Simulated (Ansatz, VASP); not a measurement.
**Zr12H: VASP beside Ansatz**

```xyz
13
Lattice="6.4600 0.0000 0.0000 -4.8450 8.3918 0.0000 0.0000 0.0000 5.1454" Properties=species:S:1:pos:R:3 pbc="T T T"
Zr    0.0162   -0.0029    0.0282
Zr    0.0084    1.8739    2.5763
Zr   -1.5990    2.7691   -0.0314
Zr   -1.6418    4.6529    2.5960
Zr   -3.2188    5.5600    0.0199
Zr   -3.2398    7.4642    2.6182
Zr    3.2333   -0.0085    0.0058
Zr    3.2203    1.8669    2.5471
Zr    1.6413    2.7729   -0.0193
Zr    1.6176    4.6491    2.5986
Zr    0.0121    5.5828   -0.0474
Zr   -0.0055    7.5193    2.6179
H    -0.0108    5.6220    1.9578
```

Alike in both runs: functional PBEsol; k mesh 4 × 3 × 4; occupations gaussian, width 0.1 eV; no spin polarisation.

Ansatz relaxed the structure, and its values are those at the end. VASP's run is a single point on that final structure, the one shown.

|  | VASP | Ansatz |
| --- | --- | --- |
| version | VASP 6.6.1 | Ansatz 0.2.0 |
| potentials or method | VASP PAW PBE potentials, release 64 (Zr_sv, H), cutoff 520 eV | scalar-relativistic, plane waves, PAW |
| valence electrons in the cell | 145 | 145 |

```csv
,VASP,Ansatz,Ansatz less VASP
rms of the force components (eV/Å),0.007,0.007,0.0000
```

VASP's potentials were made for PBE, not for PBEsol.
